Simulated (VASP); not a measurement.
# LuBW3 (P4mm) in VASP: a series of runs

Runs on LuBW3. Level: PBE. Tasks: single point, relaxation of cell and atoms.

All numbers are computed with VASP 6.6.1; they aren't measurements. Logs are shortened: lines on timing, memory, paths and dates and some standing lists are left out, and cuts for length are marked.

## Step 1: The cell of the first run

It takes space group P4mm (No. 99, tetragonal). Conventional cell: a = 3.996 Å, b = 3.996 Å, c = 5.051 Å, α = 90.00°, β = 90.00°, γ = 90.00°. Lu (site symmetry 4mm) has 12 W at 2.89 to 3.29 Å and 4 B at 3.20 Å within 3.8 Å. Within 2.8 Å of B (site symmetry 4mm) lie 5 W at 2.09 to 2.21 Å. Within 2.9 Å of W (site symmetry 2mm) lie 2 B at 2.21 Å and 6 W at 2.83 to 2.84 Å. W (site symmetry 4mm) has 2 B at 2.09 to 2.97 Å and 4 W at 2.84 Å and 4 Lu at 2.89 Å within 3.0 Å.

The cell was built from a structure type or drawn by symmetry, and may not be a known phase.

## Step 2: Single point, PBE

INCAR reads:

```
  ALGO = Normal
  EDIFF = 1E-6
  ENCUT = 520
  GGA = PE
  ISIF = 2
  ISMEAR = 0
  LASPH = True
  LCHARG = False
  LREAL = False
  LWAVE = False
  NBANDS = 43
  NELM = 60
  PREC = Accurate
  SIGMA = 0.1
```

KPOINTS reads:

```
k-points
0
Gamma
  4 4 4
```

POSCAR reads:

```
LuBW3
1.0
    3.9956220000      0.0000000000      0.0000000000
    0.0000000000      3.9956220000      0.0000000000
    0.0000000000      0.0000000000      5.0510024800
Lu B W
1 1 3
Direct
    0.0000000000      0.0000000000      0.9838940500
    0.5000000000      0.5000000000      0.6872155100
    0.0000000000      0.5000000000      0.5006765100
    0.5000000000      0.5000000000      0.1001364400
    0.5000000000      0.0000000000      0.5006765100
```

Potentials or basis: VASP PAW PBE potentials, release 64 (Lu, B, W_sv).

Launch:

```sh
cat potpaw_PBE.64/Lu/POTCAR potpaw_PBE.64/B/POTCAR potpaw_PBE.64/W_sv/POTCAR > POTCAR
mpirun -np 1 vasp_std > vasp.out
```

OUTCAR:

```text
EDIFF = 1E-6
   ENCUT = 520
   GGA = PE
   ISIF = 2
   ISMEAR = 0
   LASPH = True
   LREAL = False
   NELM = 60
   PREC = Accurate

 ion  position               nearest neighbor table
   1  0.000  0.000  0.984-   4 2.89   4 2.89   4 2.89   4 2.89   3 3.15   5 3.15   5 3.15   3 3.15
                             5 3.29   3 3.29   5 3.29   3 3.29
   2  0.500  0.500  0.687-   4 2.09   3 2.21   5 2.21   5 2.21   3 2.21
   3  0.000  0.500  0.501-   2 2.21   2 2.21   5 2.83   5 2.83   5 2.83   5 2.83   4 2.84   4 2.84
                             1 3.15   1 3.15   1 3.29   1 3.29
   4  0.500  0.500  0.100-   2 2.09   3 2.84   5 2.84   5 2.84   3 2.84   1 2.89   1 2.89   1 2.89
                             1 2.89
   5  0.500  0.000  0.501-   2 2.21   2 2.21   3 2.83   3 2.83   3 2.83   3 2.83   4 2.84   4 2.84
                             1 3.15   1 3.15   1 3.29   1 3.29

  LATTYP: Found a simple tetragonal cell.
 ALAT       =     3.9956220000
 C/A-ratio  =     1.2641342149

  Lattice vectors:

 A1 = (   3.9956220000,   0.0000000000,   0.0000000000)
 A2 = (   0.0000000000,   3.9956220000,   0.0000000000)
 A3 = (   0.0000000000,   0.0000000000,   5.0510024800)

Analysis of symmetry for initial positions (statically):
=====================================================================
 Subroutine PRICEL returns:
 Original cell was already a primitive cell.

 Routine SETGRP: Setting up the symmetry group for a
 simple tetragonal supercell.

 Subroutine GETGRP returns: Found  8 space group operations
 (whereof  8 operations were pure point group operations)
 out of a pool of 16 trial point group operations.

The static configuration has the point symmetry C_4v.

Analysis of symmetry for dynamics (positions and initial velocities):
=====================================================================
 Subroutine PRICEL returns:
 Original cell was already a primitive cell.

 Routine SETGRP: Setting up the symmetry group for a
 simple tetragonal supercell.

 Subroutine GETGRP returns: Found  8 space group operations
 (whereof  8 operations were pure point group operations)
 out of a pool of 16 trial point group operations.

The dynamic configuration has the point symmetry C_4v.

 Subroutine INISYM returns: Found  8 space group operations
 (whereof  8 operations are pure point group operations),
 and found     1 'primitive' translations

----------------------------------------------------------------------------------------

                                     Primitive cell

[... 91 lines left out ...]
   EDIFFG = 0.1E-04   stopping-criterion for IOM
   NSW    =      0    number of steps for IOM
   IBRION =     -1    ionic relax: 0-MD 1-quasi-New 2-CG
   NFREE  =      0    steps in history (QN), initial steepest desc. (CG)
   ISIF   =      2    stress and relaxation
   ISYM   =      2    0-nonsym 1-usesym 2-fastsym
   POTIM  = 0.5000    time-step for ionic-motion
   TEBEG  =    0.0;   TEEND  =   0.0 temperature during run
   PSTRESS=    0.0 pullay stress
   NELECT =      70.0000    total number of electrons
   NUPDOWN=      -1.0000    fix difference up-down
   EMIN   =  10.00;   EMAX   =-10.00  energy-range for DOS
   EFERMI =   0.00;   METHOD = LEGACY
   ISMEAR =     0;   SIGMA  =   0.10  broadening in eV -4-tet -1-fermi 0-gaus
   EFERMI_NEDOS =   21; number of points for ismear=-14 and -15
   IALGO  =     38    algorithm
   IMIX   =      4    mixing-type and parameters
     AMIX     =   0.40;   BMIX     =  1.00
     AMIX_MAG =   1.60;   BMIX_MAG =  1.00
  volume/ion in A,a.u.               =      16.13       108.84
  Fermi-wavevector in a.u.,A,eV,Ry     =   1.561680  2.951147 33.182494  2.438844
  Thomas-Fermi vector in A             =   2.664710
   LORBIT       =      0    0 simple, 1 ext, 2 COOP (PROOUT), +10 PAW based schemes
   GGA     = PE    functional components
   LHFCALC =     F    Hartree Fock is set to
   AEXX    =    0.0000 exact exchange contribution
   IVDW    =     0    specifies the selected vdW correction
   LEPSILON=     F    determine dielectric tensor
   LRPA    =     F    only Hartree local field effects (RPA)
 non-spin polarized calculation
 Gauss-broadening in eV      SIGMA  =   0.10
  energy-cutoff  :      520.00
  volume of cell :       80.64
 maximum number of plane-waves:      2212
 NGX is ok and might be reduce to    30
   NGX = 15   NGY = 15   NGZ = 19

 number of electron      69.9999986 magnetization

 Free energy of the ion-electron system (eV)
  ---------------------------------------------------
  ext. energy  EPLUGINS =         0.00000000
  ---------------------------------------------------
  free energy    TOTEN  =       -47.48074427 eV

  energy without entropy =      -47.46275183  energy(sigma->0) =      -47.47174805

 E-fermi :   7.8210     XC(G=0): -12.7318

 val. band max:        7.8096194039   @ k =   0.5000   0.5000   0.2500
 cond. band min:       7.8791351587   @ k =   0.5000   0.2500   0.2500
 fundamental gap:      0.0695157548
 Fermi energy:         7.8209847071

 k-point     1 :       0.0000    0.0000    0.0000
  band No.  band energies     occupation
      1     -66.0161      2.00000
      2     -65.9334      2.00000
      3     -65.6582      2.00000
      4     -47.5893      2.00000
      5     -30.5103      2.00000
      6     -30.5103      2.00000
[... 817 lines left out ...]
     42      10.1027      0.00000
     43      11.1824      0.00000

------------------------ aborting loop because EDIFF is reached ----------------------------------------

  FORCE on cell =-STRESS in cart. coord.  units (eV):
  Direction    XX          YY          ZZ          XY          YZ          ZX
  --------------------------------------------------------------------------------------
  -------------------------------------------------------------------------------------
  Total        3.0243985      3.0243985      1.7706267      0.0000000      0.0000000      0.0000000
  in kB       60.0901403     60.0901403     35.1796251      0.0000000      0.0000000      0.0000000
  external PRESSURE =      51.7866352 kB  Pullay stress =       0.0000000 kB

 VOLUME and BASIS-vectors are now :
 -----------------------------------------------------------------------------
  energy-cutoff  :      520.00
  volume of cell :       80.64
      direct lattice vectors                 reciprocal lattice vectors
     3.995622000  0.000000000  0.000000000     0.250273925  0.000000000  0.000000000
     0.000000000  3.995622000  0.000000000     0.000000000  0.250273925  0.000000000
     0.000000000  0.000000000  5.051002480     0.000000000  0.000000000  0.197980501

 POSITION                                       TOTAL-FORCE (eV/Angst)
 -----------------------------------------------------------------------------------
      0.00000      0.00000      4.96965        -0.000000     -0.000000      0.679731
      1.99781      1.99781      3.47113        -0.000000     -0.000000     -0.388262
      0.00000      1.99781      2.52892        -0.000000     -0.000000     -1.038420
      1.99781      1.99781      0.50579        -0.000000      0.000000      1.785371
      1.99781      0.00000      2.52892         0.000000     -0.000000     -1.038420
 -----------------------------------------------------------------------------------
    total drift:                                0.000000      0.000000      0.000939

  FREE ENERGIE OF THE ION-ELECTRON SYSTEM (eV)
  ---------------------------------------------------
  free  energy   TOTEN  =       -47.4807442719 eV

  energy  without entropy=      -47.4627518268  energy(sigma->0) =      -47.47174805
```

stdout:

```text
POSCAR found type information on POSCAR LuB W
 POSCAR found :  3 types and       5 ions
 scaLAPACK will be used
 LDA part: xc-table for (Slater+PW92), standard interpolation
 POSCAR, INCAR and KPOINTS ok, starting setup
 FFT: planning ... GRIDC
 FFT: planning ... GRID_SOFT
 FFT: planning ... GRID
 WAVECAR not read
 entering main loop
```

Wall time 31 s (1 thread of Intel Xeon 6975P-C (Granite Rapids), shared host); peak memory 0.22 GiB.

What came out:

```yaml
Free_energy: -47.4807 eV
Pressure: 5.2 GPa
Largest_force: 1.785 eV/Å
Band_gap_on_the_k_mesh: zero (bands 35 and 36 overlap by 1.10 eV)
```

Forces on the atoms (eV/Å):
```
Lu   0.000  0.000  0.680
B    0.000  0.000 -0.388
W    0.000  0.000 -1.038
W    0.000  0.000  1.785
W    0.000  0.000 -1.038
```

Stress tensor (GPa, compression positive):
```
6.01 0.00 0.00
0.00 6.01 0.00
0.00 0.00 3.52
```

Caveat: the k points lie up to 0.39 Å⁻¹ apart, too coarse for converged energies and pressures of a metal; spin-orbit coupling is left out, which moves the levels of the heavy elements; forces of over 1 eV/Å act on the atoms, so gaps and moduli don't describe the material at rest.

## Step 3: Single point, PBE

This run uses another cell than the first one, of 16.31 Å³/atom.

INCAR reads:

```
SYSTEM = LuBW3
PREC     = Accurate       ! precision mode
ENCUT    = 520            ! plane-wave cutoff, eV
EDIFF    = 1E-6           ! SCF threshold, eV
ISMEAR   = 0              ! smearing method
SIGMA    = 0.1            ! smearing width, eV
LREAL    = .False.        ! projectors in reciprocal space
LASPH    = .True.         ! aspherical terms in the spheres
NELM     = 100            ! most SCF steps
ALGO     = Fast           ! electronic algorithm
ISIF     = 2              ! what is computed and relaxed
LWAVE    = .False.        ! write WAVECAR
LCHARG   = .False.        ! write CHGCAR
GGA      = PE             ! functional
NBANDS   = 43             ! bands
```

KPOINTS reads:

```
regular mesh
0
Gamma
  4 4 4
  0 0 0
```

POSCAR reads:

```
LuBW3
1.0
    4.3348655934      0.0000000000      0.0000000000
    0.0000000000      4.3348655934      0.0000000000
    0.0000000000      0.0000000000      4.3401606813
Lu B W
1 1 3
Direct
    0.0000000000      0.0000000000      1.0412450038
    0.5000000000      0.5000000000      0.5752249725
    0.0000000000      0.5000000000      0.5420474281
    0.5000000000      0.5000000000      0.0720341875
    0.5000000000      0.0000000000      0.5420474281
```

Potentials or basis: VASP PAW PBE potentials, release 64 (Lu, B, W_sv).

Launch:

```sh
cat potpaw_PBE.64/Lu/POTCAR potpaw_PBE.64/B/POTCAR potpaw_PBE.64/W_sv/POTCAR > POTCAR
mpirun -np 1 vasp_std > vasp.out
```

Run time: 61 s. Hardware: 1 thread of Intel Xeon 6975P-C (Granite Rapids), shared host; peak memory 0.23 GiB.

The run converged. Its results:

```yaml
Free_energy: -48.5544 eV
Pressure: 0.3 GPa
Largest_force: 0.005 eV/Å
Band_gap_on_the_k_mesh: zero (bands 35 and 36 overlap by 1.05 eV)
```

Forces on the atoms (eV/Å):
```
Lu   0.000  0.000  0.004
B    0.000  0.000 -0.002
W    0.000  0.000 -0.003
W    0.000  0.000  0.005
W    0.000  0.000 -0.003
```

Stress tensor (GPa, compression positive):
```
0.32 0.00 0.00
0.00 0.32 0.00
0.00 0.00 0.19
```

Levels at points of the mesh, in eV from the Fermi level:
| k point | band 33 | band 34 | band 35 | band 36 | band 37 | band 38 |
| --- | --- | --- | --- | --- | --- | --- |
| (0.00, 0.00, 0.00) | -0.42 | 0.11 | 0.11 | 0.15 | 1.77 | 1.96 |
| (0.50, 0.00, 0.00) | -1.58 | -1.16 | -0.11 | 0.96 | 1.19 | 1.24 |
| (0.50, 0.50, 0.00) | -1.24 | -1.24 | -0.45 | -0.45 | 0.10 | 0.51 |
| (0.00, 0.00, 0.50) | -1.63 | -1.14 | -0.03 | 0.96 | 1.16 | 1.16 |
| (0.50, 0.00, 0.50) | -1.30 | -1.09 | -0.46 | -0.43 | 0.07 | 0.67 |
| (0.50, 0.50, 0.50) | -0.63 | -0.63 | 0.58 | 0.75 | 0.76 | 0.76 |

Caveat: the k points lie up to 0.36 Å⁻¹ apart, too coarse for converged energies and pressures of a metal; spin-orbit coupling is left out, which moves the levels of the heavy elements.

## Step 4: Relaxation of cell and atoms, PBE

INCAR reads:

```
SYSTEM = LuBW3
  PREC = Accurate
  ENCUT = 600
  EDIFF = 1E-6
  ISMEAR = 0
  SIGMA = 0.1
  LREAL = .FALSE.
  LASPH = .TRUE.
  NELM = 80
  ALGO = Normal
  ISIF = 3
  LWAVE = .FALSE.
  LCHARG = .FALSE.
  GGA = PE
  IBRION = 2
  NSW = 90
  EDIFFG = -0.04
```

KPOINTS reads:

```
Automatic mesh
0
G
  4 4 4
  0 0 0
```

POSCAR reads:

```
LuBW3
1.0
    3.9956220000      0.0000000000      0.0000000000
    0.0000000000      3.9956220000      0.0000000000
    0.0000000000      0.0000000000      5.0510024800
Lu B W
1 1 3
Direct
    0.0000000000      0.0000000000      0.9838940500
    0.5000000000      0.5000000000      0.6872155100
    0.0000000000      0.5000000000      0.5006765100
    0.5000000000      0.5000000000      0.1001364400
    0.5000000000      0.0000000000      0.5006765100
```

Launch:

```sh
cat potpaw_PBE.64/Lu/POTCAR potpaw_PBE.64/B/POTCAR potpaw_PBE.64/W_sv/POTCAR > POTCAR
mpirun -np 1 vasp_std > vasp.out
```

Wall time 12 min (1 thread of Intel Xeon 6975P-C (Granite Rapids), shared host); peak memory 0.25 GiB.

The run converged. Its results:

- Free energy: -48.5537 eV
- Relaxed volume: 16.34 Å³/atom
- Relaxed cell: a = 4.339 Å, b = 4.339 Å, c = 4.340 Å, α = 90.00°, β = 90.00°, γ = 90.00°
- Space group after relaxing (to 0.1 Å): P4mm (No. 99)
- Energy gained by relaxing: 214.2 meV/atom
- Ionic steps: 32
- Pressure after relaxing: 0.1 GPa
- Largest force after relaxing: 0.032 eV/Å
- Band gap on the k mesh: zero (bands 35 and 36 overlap by 1.06 eV)

Forces on the atoms (eV/Å):
```
Lu   0.000  0.000 -0.024
B    0.000  0.000 -0.009
W    0.000  0.000  0.001
W    0.000  0.000  0.032
W    0.000  0.000  0.001
```

Stress tensor (GPa, compression positive):
```
0.07 0.00 0.00
0.00 0.07 0.00
0.00 0.00 0.18
```

The path:
| step | energy change (eV) | largest force (eV/Å) | pressure (GPa) | volume (Å³) |
| --- | --- | --- | --- | --- |
| 1 | 0.0000 | 1.7852 | 5.23 | 80.64 |
| 2 | -0.1865 | 1.9238 | -8.06 | 86.94 |
| 3 | -0.1891 | 1.8067 | -6.48 | 86.01 |
| 4 | -0.3960 | 1.6237 | -5.04 | 85.89 |
| 5 | -0.2372 | 1.8889 | 4.92 | 85.47 |
| 6 | -0.5002 | 0.9880 | -2.03 | 85.73 |
| 7 | -0.5013 | 0.9198 | -2.48 | 85.75 |
| 8 | -0.5480 | 0.7571 | 0.17 | 84.41 |
| 9 | -0.5681 | 0.5523 | 3.43 | 82.94 |
| 10 | -0.6014 | 0.3753 | 2.53 | 83.19 |
| 11 | -0.6653 | 0.6157 | 0.22 | 83.93 |
| 12 | -0.6135 | 1.5818 | -2.94 | 85.28 |
| 13 | -0.6770 | 0.7331 | -0.82 | 84.32 |
| 14 | -0.7158 | 0.8843 | -0.43 | 84.29 |
| 15 | -0.7441 | 1.0982 | 0.53 | 84.19 |
| 16 | -0.7825 | 0.8856 | -0.18 | 84.51 |
| 17 | -0.8361 | 0.6024 | -2.00 | 85.41 |
| 18 | -0.8647 | 0.6586 | 0.96 | 83.89 |
| 19 | -0.8669 | 0.6778 | 2.07 | 83.33 |
| 20 | -0.8895 | 0.4233 | 1.43 | 83.29 |
| 21 | -0.9360 | 0.8104 | -0.13 | 83.18 |
| 22 | -0.8943 | 2.1533 | -1.61 | 82.94 |
| 23 | -0.9461 | 1.1537 | -0.73 | 83.11 |
| 24 | -0.9755 | 0.9210 | -0.68 | 82.84 |
| 25 | -1.0308 | 0.2742 | 0.26 | 82.03 |
| 26 | -1.0366 | 0.8467 | 3.59 | 80.42 |
| 27 | -1.0537 | 0.5479 | 1.96 | 81.13 |
| 28 | -1.0697 | 0.0780 | -0.80 | 82.03 |
| 29 | -1.0698 | 0.0920 | -0.55 | 81.95 |
| 30 | -1.0709 | 0.0404 | 0.23 | 81.62 |
| 31 | -1.0710 | 0.0461 | 0.17 | 81.66 |
| 32 | -1.0712 | 0.0316 | 0.11 | 81.72 |

Final structure:
```
CELL_PARAMETERS angstrom
4.33924 0.00000 0.00000
0.00000 4.33924 0.00000
0.00000 0.00000 4.34002
ATOMIC_POSITIONS crystal
Lu 0.00000 0.00000 0.04385
B 0.50000 0.50000 0.57195
W 0.00000 0.50000 0.54389
W 0.50000 0.50000 0.06902
W 0.50000 0.00000 0.54389
```

Levels at points of the mesh, in eV from the Fermi level:
```csv
k point,band 31,band 32,band 33,band 34,band 35,band 36,band 37,band 38,band 39,band 40
"(0.00, 0.00, 0.00)",-0.50,-0.42,-0.42,0.12,0.12,0.15,1.77,1.91,3.68,4.16
"(0.50, 0.00, 0.00)",-2.22,-1.63,-1.57,-1.16,-0.10,0.96,1.19,1.23,2.03,3.14
"(0.50, 0.50, 0.00)",-1.50,-1.24,-1.24,-1.24,-0.45,-0.45,0.10,0.56,1.73,1.76
"(0.00, 0.00, 0.50)",-2.21,-1.62,-1.62,-1.14,-0.04,0.97,1.17,1.17,2.08,3.22
"(0.50, 0.00, 0.50)",-1.41,-1.34,-1.29,-1.11,-0.46,-0.43,0.07,0.67,1.61,1.79
"(0.50, 0.50, 0.50)",-1.55,-0.66,-0.62,-0.62,0.62,0.75,0.76,0.76,0.92,3.68
```

Caveat: the k points lie up to 0.36 Å⁻¹ apart in the final cell, too coarse for converged energies and pressures of a metal; spin-orbit coupling is left out, which moves the levels of the heavy elements.

## Step 5: Summary

| task | cell | cutoff (eV) | gap on the mesh (eV) | pressure (GPa) | largest force (eV/Å) |
| --- | --- | --- | --- | --- | --- |
| single point | a = 3.996, b = 3.996, c = 5.051 Å, 5 atoms, atomic positions A | 520 | none | 5.2 | 1.79 |
| single point | a = 4.335, b = 4.335, c = 4.340 Å, 5 atoms, atomic positions B | 520 | none | 0.3 | 0.01 |
| relaxation of cell and atoms | relaxed from a = 3.996, b = 3.996, c = 5.051 Å, 5 atoms, atomic positions A | 600 | none | 0.1 | 0.03 |

Alike in all rows: level PBE; potentials or basis VASP PAW PBE potentials, release 64 (Lu, B, W_sv); no spin polarisation; k mesh 4 × 4 × 4; smearing gaussian 0.1 eV.

Caveats: all runs use coarse meshes; spin-orbit coupling is left out, which moves the levels of the heavy elements; forces of over 1 eV/Å act on the atoms, so gaps and moduli don't describe the material at rest (at least some runs).

Total energies depend on the potentials used, so only differences within one code and one set of settings carry meaning.
